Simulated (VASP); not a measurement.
Here is a VASP 6.6.1 calculation.

File INCAR:

```
PREC = Accurate
ENCUT = 520
EDIFF = 1E-6
ISMEAR = 0
SIGMA = 0.15
LREAL = False
LASPH = True
NELM = 100
ALGO = Fast
ISIF = 2
LWAVE = False
LCHARG = False
GGA = PS
NBANDS = 38
```

File KPOINTS:

```
Automatic mesh
0
Gamma
  18 18 6
```

The input POSCAR:

```
Rh
1.0
    2.2831932996      0.0000000000      0.0000000000
   -1.1415966498      2.4870669754      0.0000000000
    0.0000000000      0.0000000000      9.3672375197
Rh
4
Direct
    0.0000000000      0.0000000000      0.0000000000
    0.3333333333      0.6666666667      0.2500000000
    0.0000000000      0.0000000000      0.5000000000
    0.6666666667      0.3333333333      0.7500000000
```

Potentials or basis: VASP PAW PBE potentials, release 64 (Rh_pv).

Run with:

```bash
$ cat potpaw_PBE.64/Rh_pv/POTCAR > POTCAR
$ mpirun -np 1 vasp_std > vasp.out
```

(1) Estimate the band gap on the k mesh.

(2) What does it give for the pressure?

(3) What does it give for the largest force?

Answers

(1) zero (bands 30 and 31 overlap by 2.49 eV).

(2) 28.1 GPa.

(3) 0.380 eV/Å.

Caveat: the cell differs from its parent crystal (strain +e along x and -e along y -0.1100, strain +e along z and -e/2 along x and y +0.0733); the stress differs along the axes, from -12 to 104 GPa; the PAW data sets were made with another functional, which shifts forces and pressure a little.
